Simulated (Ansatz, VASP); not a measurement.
ScAlN2 in VASP and in Ansatz

```
Sc Al N
1.0
     2.37299   -3.26278    0.00000
     2.37299    3.26278    0.00000
     0.00000    0.00000    4.32607
Sc Al N
1 1 2
Direct
  0.50000 0.50000 0.50000
  0.00000 0.00000 0.50000
  0.32749 0.32749 0.00000
  0.67251 0.67251 0.00000
```

Alike in both runs: task single point; functional PBE; k mesh 4 × 4 × 4; occupations gaussian, width 0.1 eV; collinear spin.

|  | VASP | Ansatz |
| --- | --- | --- |
| version | VASP 6.6.1 | Ansatz 0.2.0 |
| potentials or method | VASP PAW PBE potentials, release 64 (Sc_sv, Al, N), cutoff 520 eV | scalar-relativistic, plane waves, PAW |
| valence electrons in the cell | 24 | 24 |

|  | VASP | Ansatz | Ansatz less VASP |
| --- | --- | --- | --- |
| gap on the k mesh at the Fermi level (eV) | none | none | - |
| pressure (GPa) | -7.2 | -7.3 | -0.13 |
| traceless stress, the component that is largest in VASP (GPa) | -17.69 | -17.89 | -0.202 |
| rms of the force components (eV/Å) | 2.061 | 2.080 | +0.0193 |
| net moment per atom (μB) | 0.00 | 0.07 | +0.069 |
| size of the moment on the site where the two differ most (μB) | 0.11 | 0.05 | -0.063 |

Site moments also hang on the region over which each program counts them. Atom by atom the forces differ by 0.019 eV/Å (rms over components). A gap of «none» marks a metal or a gap that the smearing closes.

The k mesh is coarse, so the values compare programs but aren't converged.
